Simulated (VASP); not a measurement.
A run of VASP 6.6.1 is set up as follows.

Contents of INCAR:

```
PREC = Accurate
ENCUT = 520
EDIFF = 1E-6
ISMEAR = -1
SIGMA = 0.05
LREAL = F
LASPH = T
NELM = 60
ALGO = Normal
ISIF = 2
LWAVE = F
LCHARG = F
GGA = PE
NBANDS = 64
```

The input KPOINTS:

```
regular mesh
0
Gamma
  7 7 1
```

Contents of POSCAR:

```
WS2
1.0
    3.1132136146      0.0000000000      0.0000000000
   -1.5566068073      2.6961220777      0.0000000000
    0.0000000000      0.0000000000     23.2474499366
W S
4 8
Direct
    0.3333333333      0.6666666667      0.6249891201
    0.3333333333      0.6666666667      0.1250123020
    0.6666666667      0.3333333333      0.8749876980
    0.6666666667      0.3333333333      0.3750108799
    0.3333333333      0.6666666667      0.9428926190
    0.3333333333      0.6666666667      0.4429150710
    0.6666666667      0.3333333333      0.6928933678
    0.6666666667      0.3333333333      0.1929171330
    0.3333333333      0.6666666667      0.8070828670
    0.3333333333      0.6666666667      0.3071066322
    0.6666666667      0.3333333333      0.5570849290
    0.6666666667      0.3333333333      0.0571073810
```

Potentials or basis: VASP PAW PBE potentials, release 64 (W_sv, S).

The run is started by

```bash
$ cat potpaw_PBE.64/W_sv/POTCAR potpaw_PBE.64/S/POTCAR > POTCAR
$ mpirun -np 1 vasp_std > vasp.out
```

Question: Estimate the band gap on the k mesh.

Answer: 0.77 eV.

Question: What does it give for the pressure?

Answer: 10.0 GPa.

Forces in eV/Å, atoms in the order of the input:
```
W    0.000  0.000  0.000
W    0.000  0.000  0.000
W    0.000  0.000  0.000
W    0.000  0.000  0.000
S    0.000  0.000  0.002
S    0.000  0.000  0.002
S    0.000  0.000  0.002
S    0.000  0.000  0.002
S    0.000  0.000 -0.002
S    0.000  0.000 -0.002
S    0.000  0.000 -0.002
S    0.000  0.000 -0.002
```

Caveat: the cell stands under pressure; spin-orbit coupling is left out, which moves the levels of the heavy elements; an odd mesh through Γ misses points on the zone boundary, where band edges can lie.
